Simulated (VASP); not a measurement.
Set up this calculation in VASP 6.6.1, as the native input.

- Task: relaxation of cell and atoms
- Functional: PBE
- Potentials or basis: VASP PAW PBE potentials, release 64 (Rb_sv)
- Cutoff: 600 eV
- k mesh: 5 × 5 × 5
- Occupations: fermi-dirac, width 0.1 eV
- Spin: no spin polarisation
- Dipole correction: no
- Further INCAR settings: ALGO = Normal; EDIFF = 1e-06; IBRION = 2; EDIFFG = -0.03; NSW = 80; ISIF = 3

The structure of Rb lies in POSCAR:

```
Rb
1.0
    4.5900000000      0.0000000000      0.0000000000
    0.0000000000      4.5900000000      0.0000000000
    0.0000000000      0.0000000000      4.5900000000
Rb
1
Direct
    0.0000000000      0.0000000000      0.0000000000
```

This isn't the form of Rb at room conditions, which is bcc.

The input as run:

INCAR

```
PREC = Accurate
ENCUT = 600
EDIFF = 1E-6
ISMEAR = -1
SIGMA = 0.1
LREAL = False
LASPH = True
NELM = 80
ALGO = Normal
ISIF = 3
LWAVE = False
LCHARG = False
GGA = PE
IBRION = 2
NSW = 80
EDIFFG = -0.03
```

KPOINTS

```
regular mesh
0
Gamma
  5 5 5
```

Potentials or basis: VASP PAW PBE potentials, release 64 (Rb_sv).

Command:

```sh
$ cat potpaw_PBE.64/Rb_sv/POTCAR > POTCAR
$ mpirun -np 1 vasp_std > vasp.out
```

It gave:

```
Relaxed volume                        : 99.40 Å³/atom
Relaxed cell                          : a = 4.632 Å, b = 4.632 Å, c = 4.632 Å, α = 90.00°, β = 90.00°, γ = 90.00°
Space group after relaxing (to 0.1 Å) : Pm-3m (No. 221)
Energy gained by relaxing             : 0.7 meV/atom
Ionic steps                           : 3
Pressure after relaxing               : 0.0 GPa
Band gap on the k mesh                : zero (an odd number of electrons rules out a gap without spin polarisation)
```

Wall time 69 s on 1 thread of Intel Xeon 8259CL, on a shared host, peak memory 0.23 GiB.
